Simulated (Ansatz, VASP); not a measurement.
Two plane-wave programs on Mg

```
CELL_PARAMETERS angstrom
4.92842 0.00000 0.00000
-2.46421 4.26814 0.00000
0.00000 0.00000 3.00542
ATOMIC_POSITIONS crystal
Mg 0.00000 0.00000 0.00000
Mg 0.33333 0.66667 0.50000
Mg 0.66667 0.33333 0.50000
```

Alike in both runs: task single point; functional BLYP; k mesh 8 × 8 × 11; occupations fermi-dirac, width 0.1 eV; no spin polarisation.

```csv
,VASP,Ansatz
version,VASP 6.6.1,Ansatz 0.2.0
potentials or method,"VASP PAW PBE potentials, release 64 (Mg), cutoff 520 eV","plane waves (420 eV) with PAW, scalar-relativistic"
valence electrons in the cell,6,30
```

VASP gave:

| Item | Value |
| --- | --- |
| pressure (GPa) | 4.8 |
| traceless stress, the component that is largest in VASP (GPa) | -0.05 |

Which values does Ansatz return?

Pressure (GPa): 4.8; traceless stress, the component that is largest in VASP (GPa): -0.04.

VASP's potentials were made for PBE, not for BLYP. VASP's potentials hold 6 valence electrons a cell and Ansatz's 30, so a difference there can come from the potentials and not from the codes.
